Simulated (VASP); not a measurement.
# AgC2 (P-62m) in VASP: single point with PBE

Aim: the single point of AgC2 with PBE.

All numbers are computed with VASP 6.6.1; they aren't measurements. Logs are shortened: lines on timing, memory, paths and dates and some standing lists are left out, and cuts for length are marked.

## Step 1: The cell of the first run

The structure is hexagonal, space group P-62m (No. 189). The conventional cell has a = 4.859 Å, b = 4.859 Å, c = 3.400 Å, α = 90.00°, β = 90.00°, γ = 120.00°. Within 3.6 Å of Ag (site symmetry -6) lie 15 C at 2.70 to 3.39 Å and 5 Ag at 2.81 to 3.40 Å. Within 2.0 Å of C (site symmetry m2m) lie 4 C at 1.52 to 1.91 Å. C (site symmetry -62m) has 6 C at 1.91 Å within 2.5 Å.

The cell was built from a structure type or drawn by symmetry, and may not be a known phase.

## Step 2: Single point, PBE

INCAR reads:

```
SYSTEM = AgC2
PREC     = Accurate       ! precision mode
ENCUT    = 600            ! plane-wave cutoff, eV
EDIFF    = 1E-6           ! SCF threshold, eV
ISMEAR   = 0              ! smearing method
SIGMA    = 0.2            ! smearing width, eV
LREAL    = .False.        ! projectors in reciprocal space
LASPH    = .True.         ! aspherical terms in the spheres
NELM     = 120            ! most SCF steps
ALGO     = Normal         ! electronic algorithm
ISIF     = 2              ! what is computed and relaxed
LWAVE    = .False.        ! write WAVECAR
LCHARG   = .False.        ! write CHGCAR
GGA      = PE             ! functional
NBANDS   = 28             ! bands
GGA_COMPAT= .False.
```

KPOINTS reads:

```
regular mesh
0
Gamma
  4 4 4
  0 0 0
```

POSCAR reads:

```
AgC2
1.0
    4.8591776354     -0.0000000028      0.0000000000
   -2.4295888153      4.2081712751      0.0000000000
    0.0000000000      0.0000000000      3.3998382818
Ag C
2 4
Direct
    0.6666666667      0.3333333333      0.5000000000
    0.3333333333      0.6666666667      0.5000000000
    0.1800365206      0.1800365206      0.0000000000
    0.0000000000      0.8199634794      0.0000000000
    0.8199634794      0.0000000000      0.0000000000
    0.0000000000      0.0000000000      0.5000000000
```

Potentials or basis: VASP PAW PBE potentials, release 64 (Ag, C).

The run is started by

```bash
$ cat potpaw_PBE.64/Ag/POTCAR potpaw_PBE.64/C/POTCAR > POTCAR
$ mpirun -np 1 vasp_std > vasp.out
```

OUTCAR:

```text
SYSTEM = AgC2
   PREC = Accurate
   ENCUT = 600
   EDIFF = 1E-6
   ISMEAR = 0
   LREAL = .False.
   LASPH = .True.
   NELM = 120
   ISIF = 2
   GGA = PE

 ion  position               nearest neighbor table
   1  0.667  0.333  0.500-   5 2.70   5 2.70   4 2.70   4 2.70   3 2.70   3 2.70   2 2.81   2 2.81
                             6 2.81   6 2.81   6 2.81   2 2.81
   2  0.333  0.667  0.500-   4 2.70   4 2.70   5 2.70   5 2.70   3 2.70   3 2.70   1 2.81   1 2.81
                             6 2.81   6 2.81   6 2.81   1 2.81
   3  0.180  0.180  0.000-   4 1.52   5 1.52   6 1.91   6 1.91   2 2.70   2 2.70   1 2.70   1 2.70

   4  0.000  0.820  0.000-   3 1.52   5 1.52   6 1.91   6 1.91   2 2.70   2 2.70   1 2.70   1 2.70

   5  0.820  0.000  0.000-   3 1.52   4 1.52   6 1.91   6 1.91   1 2.70   1 2.70   2 2.70   2 2.70

   6  0.000  0.000  0.500-   3 1.91   3 1.91   4 1.91   4 1.91   5 1.91   5 1.91   1 2.81   2 2.81
                             2 2.81   1 2.81   1 2.81   2 2.81

  LATTYP: Found a hexagonal cell.
 ALAT       =     4.8591776354
 C/A-ratio  =     0.6996735944

  Lattice vectors:

 A1 = (   4.8591776354,  -0.0000000028,   0.0000000000)
 A2 = (  -2.4295888153,   4.2081712751,   0.0000000000)
 A3 = (   0.0000000000,   0.0000000000,   3.3998382818)

Analysis of symmetry for initial positions (statically):
=====================================================================
 Subroutine PRICEL returns:
 Original cell was already a primitive cell.

 Routine SETGRP: Setting up the symmetry group for a
 hexagonal supercell.

 Subroutine GETGRP returns: Found 12 space group operations
 (whereof 12 operations were pure point group operations)
 out of a pool of 24 trial point group operations.

The static configuration has the point symmetry D_3h.

Analysis of symmetry for dynamics (positions and initial velocities):
=====================================================================
 Subroutine PRICEL returns:
 Original cell was already a primitive cell.

 Routine SETGRP: Setting up the symmetry group for a
 hexagonal supercell.

 Subroutine GETGRP returns: Found 12 space group operations
 (whereof 12 operations were pure point group operations)
 out of a pool of 24 trial point group operations.

The dynamic configuration has the point symmetry D_3h.

 Subroutine INISYM returns: Found 12 space group operations
 (whereof 12 operations are pure point group operations),
 and found     1 'primitive' translations

[... 90 lines left out ...]
   LREAL  =      F    real-space projection
   EDIFFG = 0.1E-04   stopping-criterion for IOM
   NSW    =      0    number of steps for IOM
   IBRION =     -1    ionic relax: 0-MD 1-quasi-New 2-CG
   NFREE  =      0    steps in history (QN), initial steepest desc. (CG)
   ISIF   =      2    stress and relaxation
   ISYM   =      2    0-nonsym 1-usesym 2-fastsym
   POTIM  = 0.5000    time-step for ionic-motion
   TEBEG  =    0.0;   TEEND  =   0.0 temperature during run
   PSTRESS=    0.0 pullay stress
   NELECT =      38.0000    total number of electrons
   NUPDOWN=      -1.0000    fix difference up-down
   EMIN   =  10.00;   EMAX   =-10.00  energy-range for DOS
   EFERMI =   0.00;   METHOD = LEGACY
   ISMEAR =     0;   SIGMA  =   0.20  broadening in eV -4-tet -1-fermi 0-gaus
   EFERMI_NEDOS =   21; number of points for ismear=-14 and -15
   IALGO  =     38    algorithm
   IMIX   =      4    mixing-type and parameters
     AMIX     =   0.40;   BMIX     =  1.00
     AMIX_MAG =   1.60;   BMIX_MAG =  1.00
  volume/ion in A,a.u.               =      11.59        78.19
  Fermi-wavevector in a.u.,A,eV,Ry     =   1.338540  2.529473 24.377398  1.791688
  Thomas-Fermi vector in A             =   2.467002
   LORBIT       =      0    0 simple, 1 ext, 2 COOP (PROOUT), +10 PAW based schemes
   GGA     = PE    functional components
   LHFCALC =     F    Hartree Fock is set to
   AEXX    =    0.0000 exact exchange contribution
   IVDW    =     0    specifies the selected vdW correction
   LEPSILON=     F    determine dielectric tensor
   LRPA    =     F    only Hartree local field effects (RPA)
 non-spin polarized calculation
 Gauss-broadening in eV      SIGMA  =   0.20
  energy-cutoff  :      600.00
  volume of cell :       69.52
 maximum number of plane-waves:      2342
 NGX is ok and might be reduce to    40
   NGX = 19   NGY = 19   NGZ = 13

 number of electron      37.9999997 magnetization

 Free energy of the ion-electron system (eV)
  ---------------------------------------------------
  ext. energy  EPLUGINS =         0.00000000
  ---------------------------------------------------
  free energy    TOTEN  =       -28.98359065 eV

  energy without entropy =      -28.94083101  energy(sigma->0) =      -28.96221083

 E-fermi :   5.7219     XC(G=0): -11.5979

 val. band max:        5.7007886806   @ k =   0.2500   0.0000   0.2500
 cond. band min:       6.0304989516   @ k =   0.2500   0.0000   0.5000
 fundamental gap:      0.3297102709
 Fermi energy:         5.7219271624

 k-point     1 :       0.0000    0.0000    0.0000
  band No.  band energies     occupation
      1     -12.9210      2.00000
      2      -2.7764      2.00000
      3      -2.7764      2.00000
      4      -1.9732      2.00000
      5      -1.3010      2.00000
      6       0.4947      2.00000
[... 361 lines left out ...]
     27      13.7948      0.00000
     28      14.2465      0.00000

------------------------ aborting loop because EDIFF is reached ----------------------------------------

  FORCE on cell =-STRESS in cart. coord.  units (eV):
  Direction    XX          YY          ZZ          XY          YZ          ZX
  --------------------------------------------------------------------------------------
  -------------------------------------------------------------------------------------
  Total       -0.1365803     -0.1365803      0.0222765      0.0000000     -0.0000000      0.0000000
  in kB       -3.1476333     -3.1476333      0.5133855      0.0000000     -0.0000000      0.0000000
  external PRESSURE =      -1.9272937 kB  Pullay stress =       0.0000000 kB

 VOLUME and BASIS-vectors are now :
 -----------------------------------------------------------------------------
  energy-cutoff  :      600.00
  volume of cell :       69.52
      direct lattice vectors                 reciprocal lattice vectors
     4.859177635 -0.000000003  0.000000000     0.205796140  0.118816457  0.000000000
    -2.429588815  4.208171275  0.000000000     0.000000000  0.237632913  0.000000000
     0.000000000  0.000000000  3.399838282     0.000000000  0.000000000  0.294131637

 POSITION                                       TOTAL-FORCE (eV/Angst)
 -----------------------------------------------------------------------------------
      2.42959      1.40272      1.69992        -0.000000      0.000000     -0.000000
      0.00000      2.80545      1.69992        -0.000000      0.000000     -0.000000
      0.43741      0.75762      0.00000         0.038308      0.066351     -0.000000
     -1.99217      3.45055      0.00000         0.038308     -0.066351     -0.000000
      3.98435     -0.00000      0.00000        -0.076615      0.000000      0.000000
      0.00000      0.00000      1.69992        -0.000000      0.000000     -0.000000
 -----------------------------------------------------------------------------------
    total drift:                               -0.000000     -0.000000      0.000000

  FREE ENERGIE OF THE ION-ELECTRON SYSTEM (eV)
  ---------------------------------------------------
  free  energy   TOTEN  =       -28.9835906519 eV

  energy  without entropy=      -28.9408310108  energy(sigma->0) =      -28.96221083
```

OSZICAR:

```text
N       E                     dE             d eps       ncg     rms          rms(c)
DAV:   1     0.215431624113E+03    0.21543E+03   -0.20669E+04   672   0.146E+03
DAV:   2    -0.204216834995E+02   -0.23585E+03   -0.22334E+03   776   0.301E+02
DAV:   3    -0.322373458464E+02   -0.11816E+02   -0.11572E+02   836   0.656E+01
DAV:   4    -0.323880577519E+02   -0.15071E+00   -0.15025E+00   776   0.785E+00
DAV:   5    -0.323904099795E+02   -0.23522E-02   -0.23517E-02   784   0.959E-01    0.105E+01
DAV:   6    -0.290947424495E+02    0.32957E+01   -0.11799E+01   852   0.332E+01    0.102E+01
DAV:   7    -0.290135595629E+02    0.81183E-01   -0.26946E+00   716   0.117E+01    0.475E+00
DAV:   8    -0.289882032515E+02    0.25356E-01   -0.15463E-01   852   0.325E+00    0.143E+00
DAV:   9    -0.289834533502E+02    0.47499E-02   -0.24000E-02   808   0.130E+00    0.137E-01
DAV:  10    -0.289835654574E+02   -0.11211E-03   -0.14178E-03   760   0.228E-01    0.770E-02
DAV:  11    -0.289835914203E+02   -0.25963E-04   -0.10593E-04   828   0.655E-02    0.226E-02
DAV:  12    -0.289835906320E+02    0.78835E-06   -0.20298E-05   812   0.271E-02    0.997E-03
DAV:  13    -0.289835906519E+02   -0.19912E-07   -0.24629E-06   648   0.974E-03
   1 F= -.28983591E+02 E0= -.28962211E+02  d E =-.427596E-01
```

Wall time 16 s (1 thread of Intel Xeon Platinum 8559C (Emerald Rapids), shared host); peak memory 0.21 GiB.

What came out:

```yaml
Free_energy: -28.9836 eV
Pressure: -0.2 GPa
Largest_force: 0.077 eV/Å
Band_gap_on_the_k_mesh: zero (bands 19 and 20 overlap by 2.60 eV)
```

Forces on the atoms (eV/Å):
```
Ag   0.000  0.000  0.000
Ag   0.000  0.000  0.000
C    0.038  0.066  0.000
C    0.038 -0.066  0.000
C   -0.077  0.000  0.000
C    0.000  0.000  0.000
```

Caveat: the k points lie up to 0.46 Å⁻¹ apart, too coarse for converged energies and pressures of a metal.
